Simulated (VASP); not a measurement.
# Mg5ZrN2 (R-3m) in VASP: further runs

Runs on Mg5ZrN2. Level: PBE. Tasks: single point.

All numbers are computed with VASP 6.6.1; they aren't measurements. Logs are shortened: lines on timing, memory, paths and dates and some standing lists are left out, and cuts for length are marked.

### 1 The cell of the first run

Symmetry: R-3m, No. 166, trigonal system. Conventional cell: a = 6.126 Å, b = 6.126 Å, c = 17.127 Å, α = 90.00°, β = 90.00°, γ = 120.00°. Within 4.7 Å of Mg (site symmetry 3m) lie 3 Zr at 3.57 Å and 12 Mg at 3.66 to 3.88 Å and 7 N at 3.87 to 4.33 Å. Mg (site symmetry 2/m) has 2 N at 1.95 Å within 2.6 Å. Within 2.7 Å of Zr (site symmetry -3m) lie 2 N at 2.04 Å. Within 2.6 Å of N (site symmetry 3m) lie 3 Mg at 1.95 Å and 1 Zr at 2.04 Å.

### 2 Single point, PBE

Contents of INCAR:

```
PREC = Accurate ; ENCUT = 520
EDIFF = 1E-7 ; ISMEAR = 0
SIGMA = 0.2 ; LREAL = F
LASPH = T ; NELM = 60
ALGO = Normal ; ISIF = 2
LWAVE = F ; LCHARG = T
GGA = PE ; LELF = T
LVHAR = T ; NBANDS = 26
```

Contents of KPOINTS:

```
regular mesh
0
Gamma
  4 4 4
```

Contents of POSCAR:

```
Mg5ZrN2
1.0
    3.0628284967      1.7683248558      5.7090036641
   -3.0628284967      1.7683248558      5.7090036641
    0.0000000000     -3.5366497154      5.7090036629
Mg Zr N
5 1 2
Direct
    0.1394245827      0.1394245827      0.1394245827
    0.8605754173      0.8605754173      0.8605754173
    0.5000000000      0.5000000000      0.0000000000
    0.0000000000      0.5000000000      0.5000000000
    0.5000000000      0.0000000000      0.5000000000
    0.5000000000      0.5000000000      0.5000000000
    0.6190448244      0.6190448244      0.6190448244
    0.3809551756      0.3809551756      0.3809551756
```

Potentials or basis: VASP PAW PBE potentials, release 64 (Mg, Zr_sv, N).

Started as:

```
$ cat potpaw_PBE.64/Mg/POTCAR potpaw_PBE.64/Zr_sv/POTCAR potpaw_PBE.64/N/POTCAR > POTCAR
$ mpirun -np 1 vasp_std > vasp.out
```

OUTCAR:

```text
PREC = Accurate
   ENCUT = 520
   EDIFF = 1E-7
   ISMEAR = 0
   LREAL = F
   LASPH = T
   NELM = 60
   ISIF = 2
   GGA = PE

 ion  position               nearest neighbor table
   1  0.139  0.139  0.139-   6 3.57   6 3.57   6 3.57
   2  0.861  0.861  0.861-   6 3.57   6 3.57   6 3.57
   3  0.500  0.500  0.000-   7 1.95   8 1.95   4 3.06   5 3.06   5 3.06   4 3.06   6 3.36   6 3.36

   4  0.000  0.500  0.500-   7 1.95   8 1.95   5 3.06   5 3.06   3 3.06   3 3.06   6 3.36   6 3.36

   5  0.500  0.000  0.500-   7 1.95   8 1.95   4 3.06   4 3.06   3 3.06   3 3.06   6 3.36   6 3.36

   6  0.500  0.500  0.500-   7 2.04   8 2.04   3 3.36   3 3.36   5 3.36   4 3.36   5 3.36   4 3.36
                             2 3.57   1 3.57   2 3.57   1 3.57   2 3.57   1 3.57
   7  0.619  0.619  0.619-   4 1.95   5 1.95   3 1.95   6 2.04
   8  0.381  0.381  0.381-   4 1.95   5 1.95   3 1.95   6 2.04

  LATTYP: Found a trigonal (rhomboedric) cell.
 ALAT       =     6.7156990725
 COS(alpha) =     0.5840004132

  Lattice vectors:

 A1 = (   3.0628284967,   1.7683248558,   5.7090036641)
 A2 = (  -3.0628284967,   1.7683248558,   5.7090036641)
 A3 = (   0.0000000000,  -3.5366497154,   5.7090036629)

Analysis of symmetry for initial positions (statically):
=====================================================================
 Subroutine PRICEL returns:
 Original cell was already a primitive cell.

 Routine SETGRP: Setting up the symmetry group for a
 trigonal (rhombohedral) supercell.

 Subroutine GETGRP returns: Found 12 space group operations
 (whereof 12 operations were pure point group operations)
 out of a pool of 12 trial point group operations.

The static configuration has the point symmetry D_3d.

Analysis of symmetry for dynamics (positions and initial velocities):
=====================================================================
 Subroutine PRICEL returns:
 Original cell was already a primitive cell.

 Routine SETGRP: Setting up the symmetry group for a
 trigonal (rhombohedral) supercell.

 Subroutine GETGRP returns: Found 12 space group operations
 (whereof 12 operations were pure point group operations)
 out of a pool of 12 trial point group operations.

The dynamic configuration has the point symmetry D_3d.

 Subroutine INISYM returns: Found 12 space group operations
 (whereof 12 operations are pure point group operations),
 and found     1 'primitive' translations

----------------------------------------------------------------------------------------

                                     Primitive cell

  volume of cell :     185.5224

  direct lattice vectors                    reciprocal lattice vectors
     3.062828497  1.768324856  5.709003664     0.163247795  0.094251159  0.058387304
    -3.062828497  1.768324856  5.709003664    -0.163247795  0.094251159  0.058387304
     0.000000000 -3.536649715  5.709003663     0.000000000 -0.188502317  0.058387304

  length of vectors
     6.715699073  6.715699073  6.715699073     0.197337784  0.197337784  0.197337784

  position of ions in fractional coordinates (direct lattice)
     0.139424583  0.139424583  0.139424583
     0.860575417  0.860575417  0.860575417
     0.500000000  0.500000000  1.000000000
     0.000000000  0.500000000  0.500000000
     0.500000000  0.000000000  0.500000000
     0.500000000  0.500000000  0.500000000
     0.619044824  0.619044824  0.619044824
     0.380955176  0.380955176  0.380955176

  ion indices of the primitive-cell ions
   primitive index   ion index
                 1           1
                 2           2
                 3           3
                 4           4
                 5           5
                 6           6
                 7           7
                 8           8

----------------------------------------------------------------------------------------

 KPOINTS: regular mesh

Automatic generation of k-mesh.
 Grid dimensions read from file:
 generate k-points for:    4    4    4

 Generating k-lattice:

  Cartesian coordinates                     Fractional coordinates (reciprocal lattice)
     0.040811949  0.023562790  0.014596826     0.250000000 -0.000000000  0.000000000
    -0.040811949  0.023562790  0.014596826    -0.000000000  0.250000000  0.000000000
     0.000000000 -0.047125579  0.014596826    -0.000000000 -0.000000000  0.250000000

  Length of vectors
     0.049334446  0.049334446  0.049334446

  Shift w.r.t. Gamma in fractional coordinates (k-lattice)
     0.000000000  0.000000000  0.000000000

 Subroutine IBZKPT returns following result:
 ===========================================

 Found     13 irreducible k-points:

 Following reciprocal coordinates:
            Coordinates               Weight
  0.000000  0.000000  0.000000      1.000000
  0.250000 -0.000000  0.000000      6.000000
  0.500000 -0.000000  0.000000      3.000000
  0.250000  0.250000  0.000000      6.000000
  0.500000  0.250000  0.000000     12.000000
 -0.250000  0.250000  0.000000      6.000000
  0.500000  0.500000  0.000000      3.000000
  0.250000  0.250000  0.250000      2.000000
  0.500000  0.250000  0.250000      6.000000
 -0.250000  0.250000  0.250000      6.000000
  0.500000  0.500000  0.250000      6.000000
 -0.250000  0.500000  0.250000      6.000000
  0.500000  0.500000  0.500000      1.000000
   k-points           NKPTS =     13   k-points in BZ     NKDIM =     13   number of bands    NBANDS=     26
   number of dos      NEDOS =    301   number of ions     NIONS =      8
   total plane-waves  NPLWV = 125000
   dimension x,y,z NGX =    50 NGY =   50 NGZ =   50
   dimension x,y,z NGXF=   100 NGYF=  100 NGZF=  100
   ions per type =               5   1   2
   NGX,Y,Z   is equivalent  to a cutoff of  12.38, 12.38, 12.38 a.u.
   NGXF,Y,Z  is equivalent  to a cutoff of  24.75, 24.75, 24.75 a.u.
 SYSTEM =  unknown system
   PREC   = accura    normal or accurate (medium, high low for compatibility)
   ISTART =      0    job   : 0-new  1-cont  2-samecut
   ICHARG =      2    charge: 1-file 2-atom 10-const
   ISPIN  =      1    spin polarized calculation?
   LNONCOLLINEAR =      F non collinear calculations
   LSORBIT =      F    spin-orbit coupling
   LASPH  =      T    aspherical Exc in radial PAW
   ENCUT  =  520.0 eV  38.22 Ry    6.18 a.u.  12.49 12.49 12.49*2*pi/ulx,y,z
   NELM   =     60;   NELMIN=  2; NELMDL= -5     # of ELM steps
   EDIFF  = 0.1E-06   stopping-criterion for ELM
   LREAL  =      F    real-space projection
   EDIFFG = 0.1E-05   stopping-criterion for IOM
   NSW    =      0    number of steps for IOM
   IBRION =     -1    ionic relax: 0-MD 1-quasi-New 2-CG
   NFREE  =      0    steps in history (QN), initial steepest desc. (CG)
   ISIF   =      2    stress and relaxation
   ISYM   =      2    0-nonsym 1-usesym 2-fastsym
   POTIM  = 0.5000    time-step for ionic-motion
   TEBEG  =    0.0;   TEEND  =   0.0 temperature during run
   PSTRESS=    0.0 pullay stress
   NELECT =      32.0000    total number of electrons
   NUPDOWN=      -1.0000    fix difference up-down
   EMIN   =  10.00;   EMAX   =-10.00  energy-range for DOS
   EFERMI =   0.00;   METHOD = LEGACY
   ISMEAR =     0;   SIGMA  =   0.20  broadening in eV -4-tet -1-fermi 0-gaus
   EFERMI_NEDOS =   21; number of points for ismear=-14 and -15
   IALGO  =     38    algorithm
   IMIX   =      4    mixing-type and parameters
     AMIX     =   0.40;   BMIX     =  1.00
     AMIX_MAG =   1.60;   BMIX_MAG =  1.00
  volume/ion in A,a.u.               =      23.19       156.50
  Fermi-wavevector in a.u.,A,eV,Ry     =   0.911296  1.722099 11.299096  0.830460
  Thomas-Fermi vector in A             =   2.035559
   LORBIT       =      0    0 simple, 1 ext, 2 COOP (PROOUT), +10 PAW based schemes
   GGA     = PE    functional components
   LHFCALC =     F    Hartree Fock is set to
   AEXX    =    0.0000 exact exchange contribution
   IVDW    =     0    specifies the selected vdW correction
   LEPSILON=     F    determine dielectric tensor
   LRPA    =     F    only Hartree local field effects (RPA)
 non-spin polarized calculation
 Gauss-broadening in eV      SIGMA  =   0.20
  energy-cutoff  :      520.00
  volume of cell :      185.52
 maximum number of plane-waves:      5031
 NGX is ok and might be reduce to    50
   NGX = 25   NGY = 25   NGZ = 25

 number of electron      31.9999999 magnetization

 Free energy of the ion-electron system (eV)
  ---------------------------------------------------
  ext. energy  EPLUGINS =         0.00000000
  ---------------------------------------------------
  free energy    TOTEN  =       -33.97041933 eV

  energy without entropy =      -33.89233382  energy(sigma->0) =      -33.93137658

 E-fermi :   2.7712     XC(G=0):  -8.3150

 val. band max:        2.7357534267   @ k =   0.2500  -0.0000   0.0000
 cond. band min:       2.8290638453   @ k =   0.5000  -0.0000   0.0000
 fundamental gap:      0.0933104187
 Fermi energy:         2.7711759212

 k-point     1 :       0.0000    0.0000    0.0000
  band No.  band energies     occupation
      1     -46.7861      2.00000
      2     -24.9473      2.00000
      3     -24.8591      2.00000
      4     -24.8591      2.00000
      5     -11.9188      2.00000
      6     -10.8127      2.00000
[... 18 lines left out ...]
     25       5.3855      0.00000
     26       6.0577      0.00000

 k-point     2 :       0.2500   -0.0000    0.0000
  band No.  band energies     occupation
      1     -46.7861      2.00000
      2     -24.9475      2.00000
      3     -24.8593      2.00000
      4     -24.8592      2.00000
      5     -11.8636      2.00000
      6     -10.8770      2.00000
[... 18 lines left out ...]
     25       6.3779      0.00000
[... 289 lines left out ...]
     25       7.0293      0.00000
     26       7.0912      0.00000

 k-point    13 :       0.5000    0.5000    0.5000
  band No.  band energies     occupation
      1     -46.7861      2.00000
      2     -24.9487      2.00000
      3     -24.8592      2.00000
      4     -24.8592      2.00000
      5     -11.5681      2.00000
      6     -11.2202      2.00000
[... 18 lines left out ...]
     25       6.0250      0.00000
     26       6.0250      0.00000

------------------------ aborting loop because EDIFF is reached ----------------------------------------

  FORCE on cell =-STRESS in cart. coord.  units (eV):
  Direction    XX          YY          ZZ          XY          YZ          ZX
  --------------------------------------------------------------------------------------
  -------------------------------------------------------------------------------------
  Total       -0.0374520     -0.0374520      0.2511369      0.0000000     -0.0000000      0.0000000
  in kB       -0.3234363     -0.3234363      2.1688262      0.0000000     -0.0000000      0.0000000
  external PRESSURE =       0.5073178 kB  Pullay stress =       0.0000000 kB

 VOLUME and BASIS-vectors are now :
 -----------------------------------------------------------------------------
  energy-cutoff  :      520.00
  volume of cell :      185.52
      direct lattice vectors                 reciprocal lattice vectors
     3.062828497  1.768324856  5.709003664     0.163247795  0.094251159  0.058387304
    -3.062828497  1.768324856  5.709003664    -0.163247795  0.094251159  0.058387304
     0.000000000 -3.536649715  5.709003663     0.000000000 -0.188502317  0.058387304

 POSITION                                       TOTAL-FORCE (eV/Angst)
 -----------------------------------------------------------------------------------
      0.00000     -0.00000      2.38793         0.000000      0.000000     -0.000125
      0.00000     -0.00000     14.73908         0.000000     -0.000000      0.000125
      0.00000      1.76832      5.70900         0.000000      0.000000      0.000000
     -1.53141     -0.88416      5.70900         0.000000      0.000000     -0.000000
      1.53141     -0.88416      5.70900         0.000000      0.000000      0.000000
      0.00000     -0.00000      8.56351        -0.000000      0.000000      0.000000
      0.00000     -0.00000     10.60239         0.000000     -0.000000      0.063047
      0.00000     -0.00000      6.52462         0.000000      0.000000     -0.063047
 -----------------------------------------------------------------------------------
    total drift:                               -0.000000     -0.000000      0.000000

  FREE ENERGIE OF THE ION-ELECTRON SYSTEM (eV)
  ---------------------------------------------------
  free  energy   TOTEN  =       -33.9704193295 eV

  energy  without entropy=      -33.8923338208  energy(sigma->0) =      -33.93137658
```

It took 59 s on 1 thread of Intel Xeon 6975P-C (Granite Rapids), shared host; peak memory 0.37 GiB.

What came out:

```yaml
Free_energy: -33.9704 eV
Pressure: 0.1 GPa
Largest_force: 0.063 eV/Å
Band_gap_on_the_k_mesh: zero (band 16 reaches 2.96 eV, above the bottom of band 17 at 2.83 eV)
```

Forces in eV/Å, atoms in the order of the input:
```
Mg   0.000  0.000  0.000
Mg   0.000  0.000  0.000
Mg   0.000  0.000  0.000
Mg   0.000  0.000  0.000
Mg   0.000  0.000  0.000
Zr   0.000  0.000  0.000
N    0.000  0.000  0.063
N    0.000  0.000 -0.063
```

Stress tensor (GPa, compression positive):
```
-0.03  0.00  0.00
 0.00 -0.03  0.00
 0.00  0.00  0.22
```

Levels at points of the mesh, in eV from the Fermi level:
```csv
k point,band 12,band 13,band 14,band 15,band 16,band 17,band 18,band 19,band 20,band 21
"(0.00, 0.00, 0.00)",-3.51,-3.04,-0.81,-0.81,0.18,0.52,0.98,1.57,1.57,2.05
"(0.50, 0.00, 0.00)",-2.85,-2.83,-1.97,-0.59,-0.06,0.06,0.23,0.59,1.87,1.91
"(0.50, 0.50, 0.00)",-2.81,-2.66,-2.02,-0.75,-0.15,0.16,0.27,0.30,1.82,1.97
"(0.50, 0.50, 0.50)",-3.70,-3.21,-1.77,-1.03,-1.03,0.62,1.96,1.96,2.21,2.21
```

### 3 Single point, PBE

This run uses another cell than the first one, of 17.76 Å³/atom, 0.766 times its volume.

Contents of INCAR:

```
PREC = Accurate
ENCUT = 600
EDIFF = 1E-6
ISMEAR = 0
SIGMA = 0.2
LREAL = False
LASPH = True
NELM = 120
ALGO = Normal
ISIF = 2
LWAVE = False
LCHARG = False
GGA = PE
NBANDS = 26
GGA_COMPAT = False
```

Contents of KPOINTS:

```
Automatic mesh
0
Gamma
  4 4 4
```

Contents of POSCAR:

```
Mg5ZrN2
1.0
    2.5077657498      1.4478592307      6.5227608925
   -2.5077657498      1.4478592307      6.5227608925
    0.0000000000     -2.8957184614      6.5227608925
Mg Zr N
5 1 2
Direct
    0.0000000000      0.0000000000      0.0000000000
    0.7151467266      0.7151467266      0.7151467266
    0.2848532734      0.2848532734      0.2848532734
    0.1374778430      0.1374778430      0.1374778430
    0.8625221570      0.8625221570      0.8625221570
    0.5000000000      0.5000000000      0.5000000000
    0.3908200624      0.3908200624      0.3908200624
    0.6091799376      0.6091799376      0.6091799376
```

Potentials or basis: VASP PAW PBE potentials, release 64 (Mg, Zr_sv, N).

Started as:

```
$ cat potpaw_PBE.64/Mg/POTCAR potpaw_PBE.64/Zr_sv/POTCAR potpaw_PBE.64/N/POTCAR > POTCAR
$ mpirun -np 1 vasp_std > vasp.out
```

It took 2.2 min on 1 thread of Intel Xeon Platinum 8488C (Sapphire Rapids), shared host; peak memory 0.47 GiB.

The run converged. Its results:

| Property | Result |
| --- | --- |
| Free energy | -31.1916 eV |
| Pressure | 0.3 GPa |
| Largest force | 0.040 eV/Å |
| Band gap on the k mesh | zero (band 16 reaches 4.21 eV, above the bottom of band 17 at 3.51 eV) |

Forces in eV/Å, atoms in the order of the input:
```
Mg   0.000  0.000  0.000
Mg   0.000  0.000  0.012
Mg   0.000  0.000 -0.012
Mg   0.000  0.000 -0.003
Mg   0.000  0.000  0.003
Zr   0.000  0.000  0.000
N    0.000  0.000 -0.040
N    0.000  0.000  0.040
```

Levels at points of the mesh, in eV from the Fermi level:
```csv
k point,band 14,band 15,band 16,band 17,band 18,band 19
"(0.00, 0.00, 0.00)",-1.23,-1.20,-1.20,-0.65,1.80,1.80
"(0.50, 0.00, 0.00)",-2.10,-0.25,-0.04,0.68,0.84,1.09
"(0.50, 0.50, 0.00)",-0.90,-0.38,-0.22,0.11,0.69,1.12
"(0.50, 0.50, 0.50)",-2.14,-1.23,-1.23,1.12,1.22,2.11
```

Caveat: the k points lie up to 0.37 Å⁻¹ apart.
